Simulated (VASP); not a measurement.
# Al in VASP: relaxation of the atoms with PBE

Aim: the relaxation of the atoms of Al with PBE.

All numbers are computed with VASP 6.6.1; they aren't measurements. Logs are shortened: lines on timing, memory, paths and dates and some standing lists are left out, and cuts for length are marked.

## Step 1: The cell of the first run

The cell holds a slab with vacuum, 13 atoms: a = 5.714 Å, b = 5.714 Å, c = 20.102 Å, α = 90.00°, β = 90.00°, γ = 120.00°.

## Step 2: Relaxation of the atoms, PBE

Input file INCAR:

```
PREC = Accurate
ENCUT = 450
EDIFF = 1E-7
ISMEAR = 0
SIGMA = 0.1
LREAL = F
LASPH = T
NELM = 120
ALGO = Normal
ISIF = 2
LWAVE = F
LCHARG = F
LDIPOL = T
IDIPOL = 3
DIPOL = 0.5 0.5 0.330
GGA = PE
IBRION = 2
NSW = 36
EDIFFG = -0.025
GGA_COMPAT = F
NELMIN = 4
NELMDL = -8
```

Input file KPOINTS:

```
regular mesh
0
Gamma
  6 6 1
```

Input file POSCAR:

```
Al
1.0
    5.7143028096      0.0000000000      0.0000000000
   -2.8571514048      4.9487313980      0.0000000000
    0.0000000000      0.0000000000     20.1016424764
Al
13
Selective dynamics
Direct
    0.3333333333      0.1666666667      0.1989887147  F F F
    0.3333333333      0.6666666667      0.1989887147  F F F
    0.8333333333      0.1666666667      0.1989887147  F F F
    0.8333333333      0.6666666667      0.1989887147  F F F
    0.1666666667      0.3333333333      0.3134533099  F F F
    0.1666666667      0.8333333333      0.3134533099  F F F
    0.6666666667      0.3333333333      0.3134533099  F F F
    0.6666666667      0.8333333333      0.3134533099  F F F
    0.0000000000      0.0000000000      0.4279074452  F F F
    0.0000000000      0.5000000000      0.4279074452  F F F
    0.5000000000      0.0000000000      0.4279074452  F F F
    0.5000000000      0.5000000000      0.4279074452  F F F
    0.0000000000      0.2500000000      0.5308556935  F F T
```

Potentials or basis: VASP PAW PBE potentials, release 64 (Al).

Command:

```bash
> cat potpaw_PBE.64/Al/POTCAR > POTCAR
> mpirun -np 1 vasp_std > vasp.out
```

OUTCAR:

```text
PREC = Accurate
   ENCUT = 450
   EDIFF = 1E-7
   ISMEAR = 0
   LREAL = F
   LASPH = T
   NELM = 120
   ISIF = 2
   GGA = PE
   IBRION = 2
   NSW = 36
   EDIFFG = -0.025
   NELMIN = 4
   NELMDL = -8

 ion  position               nearest neighbor table
   1  0.333  0.167  0.199-   5 2.83   6 2.83   7 2.83   4 2.86   2 2.86   2 2.86   4 2.86   3 2.86
                             3 2.86
   2  0.333  0.667  0.199-   6 2.83   5 2.83   8 2.83   3 2.86   1 2.86   1 2.86   3 2.86   4 2.86
                             4 2.86
   3  0.833  0.167  0.199-   7 2.83   8 2.83   5 2.83   4 2.86   2 2.86   4 2.86   2 2.86   1 2.86
                             1 2.86
   4  0.833  0.667  0.199-   8 2.83   7 2.83   6 2.83   3 2.86   1 2.86   3 2.86   1 2.86   2 2.86
                             2 2.86
   5  0.167  0.333  0.313-   9 2.83  12 2.83  10 2.83   1 2.83   2 2.83   3 2.83   8 2.86   6 2.86
                             6 2.86   8 2.86   7 2.86   7 2.86
   6  0.167  0.833  0.313-  10 2.83  11 2.83   9 2.83   2 2.83   1 2.83   4 2.83   7 2.86   5 2.86
                             5 2.86   7 2.86   8 2.86   8 2.86
   7  0.667  0.333  0.313-  11 2.83  10 2.83  12 2.83   3 2.83   4 2.83   1 2.83   8 2.86   6 2.86
                             8 2.86   6 2.86   5 2.86   5 2.86
   8  0.667  0.833  0.313-  12 2.83   9 2.83  11 2.83   4 2.83   3 2.83   2 2.83   7 2.86   5 2.86
                             7 2.86   5 2.86   6 2.86   6 2.86
   9  0.000  0.000  0.428-  13 2.51   5 2.83   8 2.83   6 2.83  12 2.86  10 2.86  10 2.86  12 2.86
                            11 2.86  11 2.86
  10  0.000  0.500  0.428-  13 2.51   6 2.83   7 2.83   5 2.83  11 2.86   9 2.86   9 2.86  11 2.86
                            12 2.86  12 2.86
  11  0.500  0.000  0.428-   7 2.83   6 2.83   8 2.83  10 2.86  12 2.86  12 2.86  10 2.86   9 2.86
                             9 2.86  13 3.23
  12  0.500  0.500  0.428-   8 2.83   5 2.83   7 2.83   9 2.86  11 2.86  11 2.86   9 2.86  10 2.86
                            10 2.86  13 3.23
  13  0.000  0.250  0.531-   9 2.51  10 2.51  12 3.23  11 3.23

  LATTYP: Found a hexagonal cell.
 ALAT       =     5.7143028096
 C/A-ratio  =     3.5177769093

  Lattice vectors:

 A1 = (   5.7143028096,   0.0000000000,   0.0000000000)
 A2 = (  -2.8571514048,   4.9487313980,   0.0000000000)
 A3 = (   0.0000000000,   0.0000000000,  20.1016424764)

Analysis of symmetry for initial positions (statically):
=====================================================================
 Subroutine PRICEL returns:
 Original cell was already a primitive cell.

 Routine SETGRP: Setting up the symmetry group for a
 hexagonal supercell.

 Subroutine GETGRP returns: Found  2 space group operations
 (whereof  1 operations were pure point group operations)
 out of a pool of 24 trial point group operations.

The static configuration has the point symmetry C_1 .
[... 174 lines left out ...]
  energy-cutoff  :      450.00
  volume of cell :      568.45
 maximum number of plane-waves:     12344
   NGX = 19   NGY = 19   NGZ = 69

--------------------------------------- Ionic step        1  -------------------------------------------

 number of electron      39.0000000 magnetization

 Free energy of the ion-electron system (eV)
  ---------------------------------------------------
  ext. energy  EPLUGINS =         0.00000000
  ---------------------------------------------------
  free energy    TOTEN  =       -44.89510795 eV

  energy without entropy =      -44.87638987  energy(sigma->0) =      -44.88574891

------------------------ aborting loop because EDIFF is reached ----------------------------------------

  FORCE on cell =-STRESS in cart. coord.  units (eV):
  Direction    XX          YY          ZZ          XY          YZ          ZX
  --------------------------------------------------------------------------------------
  -------------------------------------------------------------------------------------
  Total       -3.0918378     -2.2273540      3.8245403     -0.7486650      0.0646093      0.1119066
  in kB       -8.7144225     -6.2778530     10.7795627     -2.1101310      0.1821030      0.3154116
  external PRESSURE =      -1.4042376 kB  Pullay stress =       0.0000000 kB
[... 75 lines left out ...]
  FREE ENERGIE OF THE ION-ELECTRON SYSTEM (eV)
  ---------------------------------------------------
  free  energy   TOTEN  =       -44.9369319815 eV

  energy  without entropy=      -44.9188565901  energy(sigma->0) =      -44.92789429

 dipolmoment           0.000000      0.000000     -0.009636 electrons x Angstroem

--------------------------------------- Ionic step        3  -------------------------------------------

 number of electron      39.0000000 magnetization

------------------------ aborting loop because EDIFF is reached ----------------------------------------
[... 42 lines left out ...]
--------------------------------------- Ionic step        4  -------------------------------------------

 number of electron      39.0000000 magnetization

 dipolmoment           0.000000      0.000000      0.042555 electrons x Angstroem

 Free energy of the ion-electron system (eV)
  ---------------------------------------------------
  ext. energy  EPLUGINS =         0.00000000
  ---------------------------------------------------
  free energy    TOTEN  =       -44.97603021 eV

  energy without entropy =      -44.95955793  energy(sigma->0) =      -44.96779407

 E-fermi :   0.4533     XC(G=0):  -4.9094

 val. band max:        0.3657980868   @ k =   0.5000   0.3333   0.0000
 cond. band min:       0.4828872792   @ k =   0.1667   0.1667   0.0000
 fundamental gap:      0.1170891924
 Fermi energy:         0.4533096050

 k-point     1 :       0.0000    0.0000    0.0000
  band No.  band energies     occupation
      1     -10.0954      2.00000
      2      -8.4724      2.00000
      3      -6.0832      2.00000
      4      -4.3330      2.00000
      5      -4.2147      2.00000
      6      -4.2052      2.00000
[... 366 lines left out ...]
     25       2.5949      0.00000
     26       3.2043      0.00000

------------------------ aborting loop because EDIFF is reached ----------------------------------------

 vacuum level on the upper side and lower side of the slab       (xc-potential included)        -0.080        -0.282

  FORCE on cell =-STRESS in cart. coord.  units (eV):
  Direction    XX          YY          ZZ          XY          YZ          ZX
  --------------------------------------------------------------------------------------
  -------------------------------------------------------------------------------------
  Total       -3.0218560     -2.6362854      1.1613240     -0.3339139      0.0525782      0.0910681
  in kB       -8.5171768     -7.4304365      3.2732207     -0.9411448      0.1481929      0.2566776
  external PRESSURE =      -4.2247975 kB  Pullay stress =       0.0000000 kB
[... 28 lines left out ...]
  FREE ENERGIE OF THE ION-ELECTRON SYSTEM (eV)
  ---------------------------------------------------
  free  energy   TOTEN  =       -44.9760302127 eV

  energy  without entropy=      -44.9595579262  energy(sigma->0) =      -44.96779407

 reached required accuracy - stopping structural energy minimisation

 vacuum level on the upper side and lower side of the slab         4.556         4.349
```

CONTCAR:

```text
Al
   1.00000000000000
     5.7143028096000004    0.0000000000000000    0.0000000000000000
    -2.8571514048000002    4.9487313979999996    0.0000000000000000
     0.0000000000000000    0.0000000000000000   20.1016424763999986
  Al
    13
Selective dynamics
Direct
[... 14 lines left out ...]
  0.00000000E+00  0.00000000E+00  0.00000000E+00
  0.00000000E+00  0.00000000E+00  0.00000000E+00
  0.00000000E+00  0.00000000E+00  0.00000000E+00
  0.00000000E+00  0.00000000E+00  0.00000000E+00
  0.00000000E+00  0.00000000E+00  0.00000000E+00
  0.00000000E+00  0.00000000E+00  0.00000000E+00
  0.00000000E+00  0.00000000E+00  0.00000000E+00
  0.00000000E+00  0.00000000E+00  0.00000000E+00
  0.00000000E+00  0.00000000E+00  0.00000000E+00
  0.00000000E+00  0.00000000E+00  0.00000000E+00
  0.00000000E+00  0.00000000E+00  0.00000000E+00
  0.00000000E+00  0.00000000E+00  0.00000000E+00
  0.00000000E+00  0.00000000E+00  0.00000000E+00
```

Run time: 7.9 min. Hardware: 1 thread of Intel Xeon 6975P-C (Granite Rapids), shared host; peak memory 0.57 GiB.

Results:

```
Free energy               : -44.9760 eV
Energy gained by relaxing : 6.2 meV/atom
Ionic steps               : 4
Band gap on the k mesh    : zero (an odd number of electrons rules out a gap without spin polarisation)
```

Step by step:
```
step  energy change (eV)  largest force on free atoms (eV/Å)  pressure (GPa)
   1              0.0000                              1.0215           -0.14
   2             -0.0418                              0.6827           -0.23
   3             -0.0808                              0.0296           -0.43
   4             -0.0809                              0.0040           -0.42
```

Final structure:
```yaml
crystal:
  lattice:
    - [5.71430, 0.00000, 0.00000]
    - [-2.85715, 4.94873, 0.00000]
    - [0.00000, 0.00000, 20.10164]
  atoms:
    - { symbol: Al, position: [0.33333, 0.16667, 0.19899] }
    - { symbol: Al, position: [0.33333, 0.66667, 0.19899] }
    - { symbol: Al, position: [0.83333, 0.16667, 0.19899] }
    - { symbol: Al, position: [0.83333, 0.66667, 0.19899] }
    - { symbol: Al, position: [0.16667, 0.33333, 0.31345] }
    - { symbol: Al, position: [0.16667, 0.83333, 0.31345] }
    - { symbol: Al, position: [0.66667, 0.33333, 0.31345] }
    - { symbol: Al, position: [0.66667, 0.83333, 0.31345] }
    - { symbol: Al, position: [0.00000, 0.00000, 0.42791] }
    - { symbol: Al, position: [0.00000, 0.50000, 0.42791] }
    - { symbol: Al, position: [0.50000, 0.00000, 0.42791] }
    - { symbol: Al, position: [0.50000, 0.50000, 0.42791] }
    - { symbol: Al, position: [0.00000, 0.25000, 0.53933] }
```

Levels at points of the mesh, in eV from the Fermi level:
```csv
k point,band 17,band 18,band 19,band 20,band 21,band 22
"(0.00, 0.00, 0.00)",-1.89,-0.91,-0.65,-0.53,-0.31,-0.19
"(0.50, 0.00, 0.00)",-0.45,-0.32,-0.20,0.37,0.81,1.07
"(0.00, 0.50, 0.00)",-0.45,-0.30,-0.17,0.48,0.82,0.85
```

The gap in the log of VASP goes by the Fermi energy; the results here count the filled bands.